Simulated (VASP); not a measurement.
# TaN (Pm) in VASP: single point with PBEsol

Aim: the single point of TaN with PBEsol.

Everything below comes from runs of VASP 6.6.1. Logs are shortened: lines on timing, memory, paths and dates and some standing lists are left out, and cuts for length are marked.

## 1. The cell of the first run

It takes space group Pm (No. 6, monoclinic). The conventional cell has a = 2.938 Å, b = 2.883 Å, c = 2.938 Å, α = 90.00°, β = 120.00°, γ = 90.00°. Within 2.8 Å of Ta (site symmetry m) lie 6 N at 2.15 to 2.34 Å. Within 2.8 Å of N (site symmetry m) lie 6 Ta at 2.15 to 2.34 Å.

## 2. Single point, PBEsol (atom 2 (N) moved by (+0.150, +0.000) A along [1 1 0] and z)

Contents of INCAR:

```
PREC     = Accurate       # precision mode
ENCUT    = 520            # plane-wave cutoff, eV
EDIFF    = 1E-7           # SCF threshold, eV
ISMEAR   = 0              # smearing method
SIGMA    = 0.15           # smearing width, eV
LREAL    = False          # projectors in reciprocal space
LASPH    = True           # aspherical terms in the spheres
NELM     = 60             # most SCF steps
ALGO     = Normal         # electronic algorithm
ISIF     = 2              # what is computed and relaxed
LWAVE    = False          # write WAVECAR
LCHARG   = True           # write CHGCAR
GGA      = PS             # functional
LELF     = True           # ELF
LVHAR    = True         
NBANDS   = 15             # bands
```

Contents of KPOINTS:

```
regular mesh
0
Gamma
  18 18 16
```

Contents of POSCAR:

```
TaN
1.0
    2.9379988584      0.0000000000      0.0000000000
   -1.4689994292      2.5443816477      0.0000000000
    0.0000000000      0.0000000000      2.8830000000
Ta N
1 1
Direct
    0.3333333333      0.6666666667      0.5000000000
    0.0569446310      0.0416863631      0.0000000000
```

Potentials or basis: VASP PAW PBE potentials, release 64 (Ta_pv, N).

Launch:

```console
> cat potpaw_PBE.64/Ta_pv/POTCAR potpaw_PBE.64/N/POTCAR > POTCAR
> mpirun -np 1 vasp_std > vasp.out
```

OUTCAR:

```text
PREC = Accurate
   ENCUT = 520
   EDIFF = 1E-7
   ISMEAR = 0
   LREAL = False
   LASPH = True
   NELM = 60
   ISIF = 2
   GGA = PS

 ion  position               nearest neighbor table
   1  0.333  0.667  0.500-   2 2.15   2 2.15   2 2.20   2 2.20   2 2.34   2 2.34
   2  0.057  0.042  0.000-   1 2.15   1 2.15   1 2.20   1 2.20   1 2.34   1 2.34

  LATTYP: Found a hexagonal cell.
 ALAT       =     2.9379988584
 C/A-ratio  =     0.9812801635

  Lattice vectors:

 A1 = (   2.9379988584,   0.0000000000,   0.0000000000)
 A2 = (  -1.4689994292,   2.5443816477,   0.0000000000)
 A3 = (   0.0000000000,   0.0000000000,   2.8830000000)

Analysis of symmetry for initial positions (statically):
=====================================================================
 Subroutine PRICEL returns:
 Original cell was already a primitive cell.

 Routine SETGRP: Setting up the symmetry group for a
 hexagonal supercell.

 Subroutine GETGRP returns: Found  2 space group operations
 (whereof  2 operations were pure point group operations)
 out of a pool of 24 trial point group operations.

The static configuration has the point symmetry C_1h.

Analysis of symmetry for dynamics (positions and initial velocities):
=====================================================================
 Subroutine PRICEL returns:
 Original cell was already a primitive cell.

 Routine SETGRP: Setting up the symmetry group for a
 hexagonal supercell.

 Subroutine GETGRP returns: Found  2 space group operations
 (whereof  2 operations were pure point group operations)
 out of a pool of 24 trial point group operations.

The dynamic configuration has the point symmetry C_1h.

 Subroutine INISYM returns: Found  2 space group operations
 (whereof  2 operations are pure point group operations),
 and found     1 'primitive' translations

----------------------------------------------------------------------------------------

                                     Primitive cell

  volume of cell :      21.5516

  direct lattice vectors                    reciprocal lattice vectors
     2.937998858  0.000000000  0.000000000     0.340367729  0.196511400  0.000000000
    -1.468999429  2.544381648  0.000000000     0.000000000  0.393022800  0.000000000
     0.000000000  0.000000000  2.883000000     0.000000000  0.000000000  0.346860909

  length of vectors
[... 91 lines left out ...]
   TEBEG  =    0.0;   TEEND  =   0.0 temperature during run
   PSTRESS=    0.0 pullay stress
   NELECT =      16.0000    total number of electrons
   NUPDOWN=      -1.0000    fix difference up-down
   EMIN   =  10.00;   EMAX   =-10.00  energy-range for DOS
   EFERMI =   0.00;   METHOD = LEGACY
   ISMEAR =     0;   SIGMA  =   0.15  broadening in eV -4-tet -1-fermi 0-gaus
   EFERMI_NEDOS =   21; number of points for ismear=-14 and -15
   IALGO  =     38    algorithm
   IMIX   =      4    mixing-type and parameters
     AMIX     =   0.40;   BMIX     =  1.00
     AMIX_MAG =   1.60;   BMIX_MAG =  1.00
  volume/ion in A,a.u.               =      10.78        72.72
  Fermi-wavevector in a.u.,A,eV,Ry     =   1.482366  2.801265 29.897546  2.197408
  Thomas-Fermi vector in A             =   2.596161
   LORBIT       =      0    0 simple, 1 ext, 2 COOP (PROOUT), +10 PAW based schemes
   GGA     = PS    functional components
   LHFCALC =     F    Hartree Fock is set to
   AEXX    =    0.0000 exact exchange contribution
   IVDW    =     0    specifies the selected vdW correction
   LEPSILON=     F    determine dielectric tensor
   LRPA    =     F    only Hartree local field effects (RPA)
 non-spin polarized calculation
 Gauss-broadening in eV      SIGMA  =   0.15
  energy-cutoff  :      520.00
  volume of cell :       21.55
 maximum number of plane-waves:       605
 NGX is ok and might be reduce to    24
   NGX = 11   NGY = 11   NGZ = 11

 number of electron      16.0000000 magnetization

 Free energy of the ion-electron system (eV)
  ---------------------------------------------------
  ext. energy  EPLUGINS =         0.00000000
  ---------------------------------------------------
  free energy    TOTEN  =       -23.66391561 eV

  energy without entropy =      -23.66270920  energy(sigma->0) =      -23.66331241

 E-fermi :   8.1372     XC(G=0): -13.4994

 val. band max:        8.1264443502   @ k =  -0.0556   0.1111   0.5000
 cond. band min:       8.1441447272   @ k =   0.0556   0.0000   0.4375
 fundamental gap:      0.0177003771
 Fermi energy:         8.1372283319

 k-point     1 :       0.0000    0.0000    0.0000
  band No.  band energies     occupation
      1     -26.6867      2.00000
      2     -26.4188      2.00000
      3     -26.4137      2.00000
      4      -9.6510      2.00000
      5       3.2490      2.00000
      6       3.6648      2.00000
      7       4.1251      2.00000
      8       5.1434      2.00000
      9       9.8773      0.00000
     10      11.0423      0.00000
     11      11.9075      0.00000
     12      12.2554      0.00000
     13      12.6560      0.00000
     14      21.0917      0.00000
[... 401 lines left out ...]
      2     -26.6488      2.00000
      3     -26.5410      2.00000
      4      -7.1814      2.00000
      5      -0.4193      2.00000
      6       2.5852      2.00000
      7       4.0007      2.00000
      8       5.6607      2.00000
      9      11.1297      0.00000
     10      11.8104      0.00000
     11      13.2100      0.00000
     12      14.2738      0.00000
     13      15.2693      0.00000
     14      19.8022      0.00000
     15      21.4896      0.00000

 [... further k-points ...]

------------------------ aborting loop because EDIFF is reached ----------------------------------------

  FORCE on cell =-STRESS in cart. coord.  units (eV):
  Direction    XX          YY          ZZ          XY          YZ          ZX
  --------------------------------------------------------------------------------------
  -------------------------------------------------------------------------------------
  Total       -0.4836578     -0.0539018      0.0261128     -0.0922379      0.0000000      0.0000000
  in kB      -35.9559104     -4.0071490      1.9412648     -6.8571171      0.0000000      0.0000000
  external PRESSURE =     -12.6739315 kB  Pullay stress =       0.0000000 kB

 VOLUME and BASIS-vectors are now :
 -----------------------------------------------------------------------------
  energy-cutoff  :      520.00
  volume of cell :       21.55
      direct lattice vectors                 reciprocal lattice vectors
     2.937998858  0.000000000  0.000000000     0.340367729  0.196511400  0.000000000
    -1.468999429  2.544381648  0.000000000     0.000000000  0.393022800  0.000000000
     0.000000000  0.000000000  2.883000000     0.000000000  0.000000000  0.346860909

 POSITION                                       TOTAL-FORCE (eV/Angst)
 -----------------------------------------------------------------------------------
     -0.00000      1.69625      1.44150         1.184849      1.352282      0.000000
      0.10607      0.10607      0.00000        -1.184849     -1.352282      0.000000
 -----------------------------------------------------------------------------------
    total drift:                                0.000039     -0.000005     -0.000000

  FREE ENERGIE OF THE ION-ELECTRON SYSTEM (eV)
  ---------------------------------------------------
  free  energy   TOTEN  =       -23.6639156115 eV

  energy  without entropy=      -23.6627091992  energy(sigma->0) =      -23.66331241
```

OSZICAR:

```text
N       E                     dE             d eps       ncg     rms          rms(c)
DAV:   1     0.902560601968E+02    0.90256E+02   -0.85779E+03 44303   0.113E+03
DAV:   2    -0.232978874683E+02   -0.11355E+03   -0.10702E+03 53499   0.305E+02
DAV:   3    -0.260278609933E+02   -0.27300E+01   -0.27176E+01 50209   0.452E+01
DAV:   4    -0.260390214036E+02   -0.11160E-01   -0.11157E-01 57545   0.313E+00
DAV:   5    -0.260390909367E+02   -0.69533E-04   -0.69529E-04 51049   0.228E-01    0.241E+01
DAV:   6    -0.237720917772E+02    0.22670E+01   -0.35965E+00 59623   0.227E+01    0.103E+01
DAV:   7    -0.237004993710E+02    0.71592E-01   -0.55922E-01 48907   0.593E+00    0.703E+00
DAV:   8    -0.236711115516E+02    0.29388E-01   -0.15189E-01 56495   0.326E+00    0.144E+00
DAV:   9    -0.236640464101E+02    0.70651E-02   -0.15169E-02 50321   0.102E+00    0.209E-01
DAV:  10    -0.236639837580E+02    0.62652E-04   -0.10481E-03 55613   0.379E-01    0.874E-02
DAV:  11    -0.236639153985E+02    0.68359E-04   -0.87834E-05 52470   0.103E-01    0.105E-02
DAV:  12    -0.236639158093E+02   -0.41079E-06   -0.10791E-05 47178   0.295E-02    0.421E-03
DAV:  13    -0.236639157010E+02    0.10836E-06   -0.32380E-08 40026   0.195E-03    0.232E-03
DAV:  14    -0.236639156115E+02    0.89463E-07   -0.14518E-08 24233   0.130E-03
   1 F= -.23663916E+02 E0= -.23663312E+02  d E =-.120641E-02
```

stdout:

```text
POSCAR found type information on POSCAR TaN
 POSCAR found :  2 types and       2 ions
 scaLAPACK will be used
 -----------------------------------------------------------------------------
|                                                                             |
|                                                                             |
|     You enforced a specific xc type in the INCAR file but a different       |
|     I HOPE YOU KNOW WHAT YOU ARE DOING!                                     |
|                                                                             |
 -----------------------------------------------------------------------------

 LDA part: xc-table for (Slater+PW92), standard interpolation
 POSCAR, INCAR and KPOINTS ok, starting setup
 FFT: planning ... GRIDC
 FFT: planning ... GRID_SOFT
 FFT: planning ... GRID
 WAVECAR not read
 entering main loop
```

It took 2.8 min on 1 thread of Intel Xeon 6975P-C (Granite Rapids), shared host; peak memory 0.56 GiB.

Results:

- Free energy: -23.6639 eV
- Pressure: -1.3 GPa
- Largest force: 1.798 eV/Å
- Band gap on the k mesh: zero (band 8 reaches 8.35 eV, above the bottom of band 9 at 8.03 eV)

Forces on the atoms (eV/Å):
```
Ta   1.185  1.352  0.000
N   -1.185 -1.352  0.000
```

Caveat: the cell differs from its parent crystal (atom 2 (N) moved by (+0.150, +0.000) A along [1 1 0] and z); the PAW data sets were made with another functional, which shifts forces and pressure a little; spin-orbit coupling is left out, which moves the levels of the heavy elements.
